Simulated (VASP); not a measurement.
# MgS (ae) (I4/mmm) in VASP: single point with PBEsol

Aim: the single point of MgS (ae) with PBEsol.

Everything below comes from runs of VASP 6.6.1. Logs are shortened: lines on timing, memory, paths and dates and some standing lists are left out, and cuts for length are marked.

## Step 1: The cell of the first run

It takes space group I4/mmm (No. 139, tetragonal). The conventional cell has a = 3.628 Å, b = 3.628 Å, c = 5.211 Å, α = 90.00°, β = 90.00°, γ = 90.00°. Within 3.4 Å of Mg (site symmetry 4/mmm) lie 6 S at 2.57 to 2.61 Å. S (site symmetry 4/mmm) has 6 Mg at 2.57 to 2.61 Å within 3.4 Å.

## Step 2: Single point, PBEsol

The input, INCAR:

```
SYSTEM = MgS
  PREC = Accurate
  ENCUT = 600
  EDIFF = 1E-6
  ISMEAR = 0
  SIGMA = 0.01
  LREAL = .FALSE.
  LASPH = .TRUE.
  NELM = 120
  ALGO = Normal
  ISIF = 2
  LWAVE = .FALSE.
  LCHARG = .FALSE.
  GGA = PS
  NBANDS = 11
  GGA_COMPAT = .FALSE.
```

The input, KPOINTS:

```
Automatic mesh
0
G
  6 6 6
  0 0 0
```

The input, POSCAR:

```
MgS
1.0
    0.0000000000      2.5652979395      2.6054782762
    2.5652979395      0.0000000000      2.6054782762
    2.5652979395      2.5652979395      0.0000000000
Mg S
1 1
Direct
    0.0000000000      0.0000000000      0.0000000000
    0.5000000000      0.5000000000      0.5000000000
```

Potentials or basis: VASP PAW PBE potentials, release 64 (Mg, S).

Started as:

```console
$ cat potpaw_PBE.64/Mg/POTCAR potpaw_PBE.64/S/POTCAR > POTCAR
$ mpirun -np 1 vasp_std > vasp.out
```

OUTCAR:

```text
SYSTEM = MgS
   PREC = Accurate
   ENCUT = 600
   EDIFF = 1E-6
   ISMEAR = 0
   LREAL = .FALSE.
   LASPH = .TRUE.
   NELM = 120
   ISIF = 2
   GGA = PS

 ion  position               nearest neighbor table
   1  0.000  0.000  0.000-   2 2.57   2 2.57   2 2.57   2 2.57   2 2.61   2 2.61
   2  0.500  0.500  0.500-   1 2.57   1 2.57   1 2.57   1 2.57   1 2.61   1 2.61

  LATTYP: Found a body centered tetragonal cell.
 ALAT       =     3.6278791376
 C/A-ratio  =     1.4363644308

  Lattice vectors:

 A1 = (  -2.5652979395,   0.0000000000,   2.6054782762)
 A2 = (   2.5652979395,   0.0000000000,   2.6054782762)
 A3 = (   0.0000000000,   2.5652979395,  -2.6054782762)

Analysis of symmetry for initial positions (statically):
=====================================================================
 Subroutine PRICEL returns:
 Original cell was already a primitive cell.

 Routine SETGRP: Setting up the symmetry group for a
 body centered tetragonal supercell.

 Subroutine GETGRP returns: Found 16 space group operations
 (whereof 16 operations were pure point group operations)
 out of a pool of 16 trial point group operations.

The static configuration has the point symmetry D_4h.

Analysis of symmetry for dynamics (positions and initial velocities):
=====================================================================
 Subroutine PRICEL returns:
 Original cell was already a primitive cell.

 Routine SETGRP: Setting up the symmetry group for a
 body centered tetragonal supercell.

 Subroutine GETGRP returns: Found 16 space group operations
 (whereof 16 operations were pure point group operations)
 out of a pool of 16 trial point group operations.

The dynamic configuration has the point symmetry D_4h.

 Subroutine INISYM returns: Found 16 space group operations
 (whereof 16 operations are pure point group operations),
 and found     1 'primitive' translations

----------------------------------------------------------------------------------------

                                     Primitive cell

  volume of cell :      34.2920

  direct lattice vectors                    reciprocal lattice vectors
     0.000000000  2.565297940  2.605478276    -0.194909134  0.194909134  0.191903346
     2.565297940  0.000000000  2.605478276     0.194909134 -0.194909134  0.191903346
     2.565297940  2.565297940  0.000000000     0.194909134  0.194909134 -0.191903346

  length of vectors
     3.656401314  3.656401314  3.627879138     0.335866097  0.335866097  0.335866097

  position of ions in fractional coordinates (direct lattice)
     0.000000000  0.000000000  0.000000000
     0.500000000  0.500000000  0.500000000

  ion indices of the primitive-cell ions
   primitive index   ion index
                 1           1
[... 80 lines left out ...]
   ISYM   =      2    0-nonsym 1-usesym 2-fastsym
   POTIM  = 0.5000    time-step for ionic-motion
   TEBEG  =    0.0;   TEEND  =   0.0 temperature during run
   PSTRESS=    0.0 pullay stress
   NELECT =       8.0000    total number of electrons
   NUPDOWN=      -1.0000    fix difference up-down
   EMIN   =  10.00;   EMAX   =-10.00  energy-range for DOS
   EFERMI =   0.00;   METHOD = LEGACY
   ISMEAR =     0;   SIGMA  =   0.01  broadening in eV -4-tet -1-fermi 0-gaus
   EFERMI_NEDOS =   21; number of points for ismear=-14 and -15
   IALGO  =     38    algorithm
   IMIX   =      4    mixing-type and parameters
     AMIX     =   0.40;   BMIX     =  1.00
     AMIX_MAG =   1.60;   BMIX_MAG =  1.00
  volume/ion in A,a.u.               =      17.15       115.71
  Fermi-wavevector in a.u.,A,eV,Ry     =   1.007799  1.904463 13.818869  1.015658
  Thomas-Fermi vector in A             =   2.140626
   LORBIT       =      0    0 simple, 1 ext, 2 COOP (PROOUT), +10 PAW based schemes
   GGA     = PS    functional components
   LHFCALC =     F    Hartree Fock is set to
   AEXX    =    0.0000 exact exchange contribution
   IVDW    =     0    specifies the selected vdW correction
   LEPSILON=     F    determine dielectric tensor
   LRPA    =     F    only Hartree local field effects (RPA)
 non-spin polarized calculation
 Gauss-broadening in eV      SIGMA  =   0.01
  energy-cutoff  :      600.00
  volume of cell :       34.29
 maximum number of plane-waves:      1163
 NGX is ok and might be reduce to    30
   NGX = 15   NGY = 15   NGZ = 15

 number of electron       8.0000000 magnetization

 Free energy of the ion-electron system (eV)
  ---------------------------------------------------
  ext. energy  EPLUGINS =         0.00000000
  ---------------------------------------------------
  free energy    TOTEN  =        -9.06908826 eV

  energy without entropy =       -9.06908826  energy(sigma->0) =       -9.06908826

 E-fermi :   4.0687     XC(G=0):  -9.9465

 val. band max:        3.9628537470   @ k =   0.0000   0.0000   0.0000
 cond. band min:       6.6494566155   @ k =   0.5000   0.0000   0.5000
 fundamental gap:      2.6866028685
 Fermi energy:         4.0687460285

 k-point     1 :       0.0000    0.0000    0.0000
  band No.  band energies     occupation
      1      -8.9202      2.00000
      2       3.8973      2.00000
      3       3.8973      2.00000
      4       3.9629      2.00000
      5       7.7227      0.00000
      6      11.6457      0.00000
      7      11.8096      0.00000
      8      11.8096      0.00000
      9      14.1455      0.00000
     10      14.3679      0.00000
     11      16.2781      0.00000
[... 309 lines left out ...]
 k-point    24 :       0.5000    0.0000    0.3333
  band No.  band energies     occupation
      1      -7.2278      2.00000
      2      -0.1829      2.00000
      3       1.4698      2.00000
      4       2.3659      2.00000
      5       7.5514      0.00000
      6       9.3865      0.00000
      7      13.9914      0.00000
      8      14.2683      0.00000
      9      16.9086      0.00000
     10      18.7152      0.00000
     11      20.0383      0.00000

 [... further k-points ...]
[... 5 lines left out ...]
  --------------------------------------------------------------------------------------
  -------------------------------------------------------------------------------------
  Total        0.3531247      0.3531247     -0.0379176      0.0000000     -0.0000000     -0.0000000
  in kB       16.4985439     16.4985439     -1.7715679      0.0000000     -0.0000000     -0.0000000
  external PRESSURE =      10.4085067 kB  Pullay stress =       0.0000000 kB

 VOLUME and BASIS-vectors are now :
 -----------------------------------------------------------------------------
  energy-cutoff  :      600.00
  volume of cell :       34.29
      direct lattice vectors                 reciprocal lattice vectors
     0.000000000  2.565297940  2.605478276    -0.194909134  0.194909134  0.191903346
     2.565297940  0.000000000  2.605478276     0.194909134 -0.194909134  0.191903346
     2.565297940  2.565297940  0.000000000     0.194909134  0.194909134 -0.191903346

 POSITION                                       TOTAL-FORCE (eV/Angst)
 -----------------------------------------------------------------------------------
      0.00000      0.00000      0.00000        -0.000000     -0.000000      0.000000
      2.56530      2.56530      2.60548         0.000000      0.000000      0.000000
 -----------------------------------------------------------------------------------
    total drift:                               -0.000000     -0.000000      0.000000

  FREE ENERGIE OF THE ION-ELECTRON SYSTEM (eV)
  ---------------------------------------------------
  free  energy   TOTEN  =        -9.0690882573 eV

  energy  without entropy=       -9.0690882573  energy(sigma->0) =       -9.06908826
```

OSZICAR:

```text
N       E                     dE             d eps       ncg     rms          rms(c)
DAV:   1     0.234110204828E+02    0.23411E+02   -0.39254E+03   676   0.676E+02
DAV:   2    -0.782299729313E+01   -0.31234E+02   -0.29523E+02   864   0.104E+02
DAV:   3    -0.942375307719E+01   -0.16008E+01   -0.15978E+01   825   0.248E+01
DAV:   4    -0.943327705279E+01   -0.95240E-02   -0.95233E-02   775   0.223E+00
DAV:   5    -0.943335541629E+01   -0.78363E-04   -0.78363E-04   836   0.207E-01    0.422E+00
DAV:   6    -0.911285447449E+01    0.32050E+00   -0.66138E-01   750   0.320E+00    0.319E+00
DAV:   7    -0.907171812960E+01    0.41136E-01   -0.18285E-01   789   0.182E+00    0.196E+00
DAV:   8    -0.906928736136E+01    0.24308E-02   -0.98584E-03   735   0.574E-01    0.742E-01
DAV:   9    -0.906909530437E+01    0.19206E-03   -0.44608E-04   805   0.120E-01    0.314E-01
DAV:  10    -0.906908774897E+01    0.75554E-05   -0.13220E-04   782   0.515E-02    0.809E-03
DAV:  11    -0.906908825733E+01   -0.50835E-06   -0.17239E-06   752   0.805E-03
   1 F= -.90690883E+01 E0= -.90690883E+01  d E =-.523323E-53
```

stdout:

```text
POSCAR found type information on POSCAR MgS
 POSCAR found :  2 types and       2 ions
 scaLAPACK will be used
 -----------------------------------------------------------------------------
|                                                                             |
|                                                                             |
|     You enforced a specific xc type in the INCAR file but a different       |
|     I HOPE YOU KNOW WHAT YOU ARE DOING!                                     |
|                                                                             |
 -----------------------------------------------------------------------------

 LDA part: xc-table for (Slater+PW92), standard interpolation
 POSCAR, INCAR and KPOINTS ok, starting setup
 FFT: planning ... GRIDC
 FFT: planning ... GRID_SOFT
 FFT: planning ... GRID
 WAVECAR not read
 entering main loop
```

Run time: 21 s. Hardware: 1 thread of Intel Xeon 8259CL, shared host; peak memory 0.17 GiB.

Results:

- Free energy: -9.0691 eV
- Pressure: 1.0 GPa
- Band gap on the k mesh: 2.69 eV, indirect (least direct gap 3.76 eV)

Caveat: the PAW data sets were made with another functional, which shifts forces and pressure a little.
